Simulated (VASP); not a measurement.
KTaO3:

```xyz
5
Lattice="4.0408 0.0000 0.0000 0.0000 4.0408 0.0000 0.0000 0.0000 4.0408" Properties=species:S:1:pos:R:3 pbc="T T T"
Ta    0.0000    0.0000    0.0000
K     2.0204    2.0204    2.0204
O     0.0000    0.0000    2.0204
O     0.0000    2.0204    0.0000
O     2.0204    0.0000    0.0000
```

Base run:

* Program: VASP 6.6.1
* Functional: PBE
* Potentials or basis: VASP PAW PBE potentials, release 64 (Ta_pv, K_sv, O)
* Cutoff: 520 eV
* k mesh: 7 × 7 × 7
* Occupations: fermi-dirac, width 0.05 eV
* Spin: no spin polarisation

Its results: band gap on the k mesh 2.14 eV, indirect (least direct gap 2.72 eV); pressure -1.7 GPa.

Problem. The run is repeated on the same cell with these changes: functional from PBE to PBEsol; further incar settings from ALGO = Normal; EDIFF = 1e-06; NBANDS = 27 to ALGO = Normal; EDIFF = 1e-07; NBANDS = 27. What comes out?

Solution. Band gap on the k mesh 2.06 eV, indirect (least direct gap 2.64 eV); pressure -7.1 GPa.

Caveats: spin-orbit coupling is left out, which moves the levels of the heavy elements; the PAW data sets were made with another functional, which shifts forces and pressure a little (some runs).

A k mesh can miss the band edges.
